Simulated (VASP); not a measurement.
Pt: single point with PBEsol

Crystal: Pt.

```
Pt
1.0
     2.87109    0.00000    0.00000
    -1.43555    2.48644    0.00000
     0.00000    0.00000    4.98382
Pt
2
Direct
  0.66667 0.33333 0.75000
  0.33333 0.66667 0.25000
```

This cell differs from its parent crystal: strain +0.040 along x and y, +0.040 along z.

```yaml
Program: VASP 6.6.1
Task: single point
Functional: PBEsol
Potentials_or_basis: VASP PAW PBE potentials, release 64 (Pt)
Cutoff: 520 eV
k_mesh: 18 × 18 × 10
Occupations: gaussian, width 0.15 eV
Spin: no spin polarisation
```

* Pressure: -29.5 GPa
* Band gap on the k mesh: zero (bands 10 and 11 overlap by 1.03 eV)

Stress tensor (GPa, compression positive):
```
-30.39   0.00   0.00
  0.00 -30.39   0.00
  0.00   0.00 -27.62
```

Levels at points of the mesh, in eV from the Fermi level:
```csv
k point,band 7,band 8,band 9,band 10,band 11,band 12,band 13,band 14
"(0.00, 0.00, 0.00)",-2.52,-1.46,-1.46,-0.26,-0.17,-0.17,3.94,15.21
"(0.50, 0.00, 0.00)",-2.07,0.00,0.22,0.38,2.05,3.31,6.67,8.27
"(0.00, 0.00, 0.50)",-2.81,-2.81,-0.65,-0.65,-0.65,-0.65,11.02,11.02
"(0.50, 0.00, 0.50)",-0.62,-0.62,0.31,0.31,1.74,1.74,5.58,5.58
```

Run time: 2.3 min on 1 thread of Intel Xeon 8259CL, with other jobs on the host, peak memory 0.24 GiB.

Caveat: the cell differs from its parent crystal (strain +0.040 along x and y, +0.040 along z); the cell stands under tension; the PAW data sets were made with another functional, which shifts forces and pressure a little; spin-orbit coupling is left out, which moves the levels of the heavy elements.
